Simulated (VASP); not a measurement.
Here is a VASP 6.6.1 calculation.

The input INCAR:

```
SYSTEM = Ta24HN40
ALGO = Normal
EDIFF = 1E-6
ENCUT = 520
GGA = PS
GGA_COMPAT = .FALSE.
ISIF = 2
ISMEAR = -1
LASPH = .TRUE.
LCHARG = .FALSE.
LREAL = Auto
LWAVE = .FALSE.
NBANDS = 270
NELECT = 464.0
NELM = 120
PREC = Accurate
SIGMA = 0.01
```

Contents of KPOINTS:

```
k-points
0
G
  1 1 1
  0 0 0
```

Contents of POSCAR:

```
Ta24HN40
1.0
    7.7548212971      0.0000000000      0.0000000000
    0.0000000000     10.2124065013      0.0000000000
    0.0000000000      0.0000000000     10.2351147877
Ta N H
24 40 1
Direct
   -0.0014603981      0.8025350287      0.2489455308
    0.2503178894      0.2998874528      0.2504324372
    0.0012499459      0.1321156333      0.4404676701
    0.2491399477      0.6311679573      0.4403077928
   -0.0014157158      0.8659803750      0.5596074392
    0.2516956561      0.3639587119      0.5592694916
    0.0003769853      0.8666805507      0.9402291759
    0.2493465726      0.3668436825      0.9417305099
    0.0019444547      0.1986620852      0.7502074661
    0.2474056083      0.6967369871      0.7493190941
    0.0010324601      0.1339005777      0.0585042137
    0.2478286284      0.6329906255      0.0592325407
    0.4974688688      0.8048763164      0.2335829278
    0.7521366464      0.2982106576      0.2496142888
    0.5005749800      0.1305922801      0.4356431899
    0.7623816697      0.6241350493      0.4421295437
    0.4966464226      0.8766713996      0.5799309978
    0.7526432904      0.3606846139      0.5607283015
    0.5002016356      0.8667472731      0.9365475766
    0.7525063934      0.3673034107      0.9417319509
    0.5005120486      0.2043697318      0.7521680959
    0.7524925773      0.6971930694      0.7491485638
    0.5004825754      0.1372295026      0.0564211485
    0.7517904287      0.6333343770      0.0603732526
   -0.0016748916      0.9514180627      0.3803882671
    0.2494142206      0.4515661130      0.3797387299
    0.0020704851      0.3054771695      0.5722544445
    0.2518325244      0.8082398689      0.5727134015
    0.0035145987      0.6902640755      0.4261113994
    0.2515992494      0.1896174075      0.4263832045
    0.0008926442      0.3081932510      0.9272290259
    0.2498413228      0.8091914717      0.9251621477
    0.0001860147      0.7621008678      0.7489641495
    0.2505267828      0.2665521285      0.7507343793
    0.0001536181      0.6907954229      0.0726110857
    0.2507173744      0.1915582226      0.0732816782
    0.0010777480      0.9527859237      0.1188718995
    0.2514922241      0.4530513466      0.1207525205
    0.0008973839      0.0471003094      0.8796322199
    0.2469358987      0.5466450160      0.8804263755
    0.0012331536      0.2342517360      0.2500661624
    0.2512883053      0.7374854734      0.2492757260
    0.0021326709      0.0458567071      0.6203540231
    0.2504681199      0.5455852020      0.6194207863
    0.5029030361      0.9439668488      0.3901752207
    0.7567605967      0.4482413559      0.3797419270
    0.5010813264      0.3060428080      0.5715249392
    0.7465672730      0.8079561170      0.5730905018
    0.5064243064      0.6753771973      0.4230276158
    0.7510002121      0.1889200143      0.4269669977
    0.5010533572      0.3101428679      0.9287345954
    0.7504613187      0.8089377473      0.9251950657
    0.5000480644      0.7627439297      0.7531547067
    0.7522675050      0.2652484784      0.7504552461
    0.4997771866      0.6915792641      0.0681955339
    0.7510460727      0.1906897390      0.0729346258
    0.4991929783      0.9549954073      0.1181030524
    0.7516594945      0.4525581433      0.1208665763
    0.5006760802      0.0490078344      0.8796141359
    0.7503649696      0.5468620617      0.8806417052
    0.5008420131      0.2330065278      0.2506043321
    0.7486713359      0.7380310014      0.2487997923
    0.4961162060      0.0536753018      0.6242646699
    0.7587563999      0.5433734105      0.6201180931
    0.5517016513      0.7721072247      0.4230961654
```

Potentials or basis: VASP PAW PBE potentials, release 64 (Ta_pv, N, H).

Launch:

```console
$ cat potpaw_PBE.64/Ta_pv/POTCAR potpaw_PBE.64/N/POTCAR potpaw_PBE.64/H/POTCAR > POTCAR
$ mpirun -np 1 vasp_gam > vasp.out
```

Estimate the largest force.

0.594 eV/Å.

Forces on the atoms (eV/Å):
```
Ta  -0.077 -0.569 -0.100
Ta  -0.042 -0.478 -0.025
Ta   0.066  0.185 -0.229
Ta  -0.003  0.245 -0.121
Ta  -0.051 -0.283  0.368
Ta  -0.044 -0.193  0.099
Ta  -0.032 -0.228 -0.244
Ta  -0.024 -0.256 -0.176
Ta   0.006  0.469  0.025
Ta  -0.039  0.479  0.013
Ta  -0.005  0.197  0.118
Ta  -0.021  0.266  0.246
Ta  -0.081 -0.512  0.114
Ta   0.015 -0.479 -0.042
Ta   0.071  0.236 -0.149
Ta   0.109  0.259 -0.182
Ta  -0.098 -0.362  0.072
Ta  -0.038 -0.221  0.123
Ta  -0.021 -0.254 -0.247
Ta   0.027 -0.260 -0.181
Ta   0.010  0.509 -0.023
Ta   0.047  0.482  0.038
Ta   0.012  0.295  0.085
Ta   0.024  0.261  0.224
N    0.023 -0.059  0.099
N   -0.022 -0.002  0.089
N    0.030  0.301  0.053
N   -0.001  0.382 -0.015
N    0.005 -0.394 -0.083
N   -0.027 -0.276  0.027
N    0.004  0.343  0.023
N    0.037  0.298  0.016
N   -0.003 -0.545 -0.063
N   -0.006 -0.567  0.005
N    0.008 -0.294  0.013
N    0.014 -0.302  0.019
N    0.008  0.016 -0.052
N    0.027 -0.009 -0.103
N   -0.001 -0.006  0.063
N    0.027  0.043  0.038
N    0.022  0.573  0.076
N    0.049  0.590 -0.050
N   -0.008  0.076 -0.141
N    0.022 -0.002 -0.053
N    0.064 -0.200  0.093
N    0.032  0.027  0.090
N    0.055  0.301  0.067
N    0.080  0.363 -0.015
N   -0.096 -0.331 -0.099
N   -0.077 -0.257  0.023
N   -0.002  0.339  0.059
N    0.003  0.312 -0.007
N   -0.010 -0.572 -0.033
N   -0.055 -0.562  0.016
N    0.044 -0.401  0.037
N   -0.014 -0.318  0.014
N   -0.031  0.007  0.030
N   -0.050 -0.028 -0.078
N    0.030 -0.043  0.056
N   -0.017  0.024  0.048
N    0.026  0.581  0.047
N    0.051  0.570 -0.011
N   -0.022  0.104 -0.106
N   -0.054  0.039 -0.063
H    0.025  0.092  0.063
```

Caveat: the k points lie up to 0.81 Å⁻¹ apart, too coarse for converged energies, forces and pressures; the cell carries a net charge on a neutralising background, which shifts energy and pressure; the PAW data sets were made with another functional, which shifts forces and pressure a little.
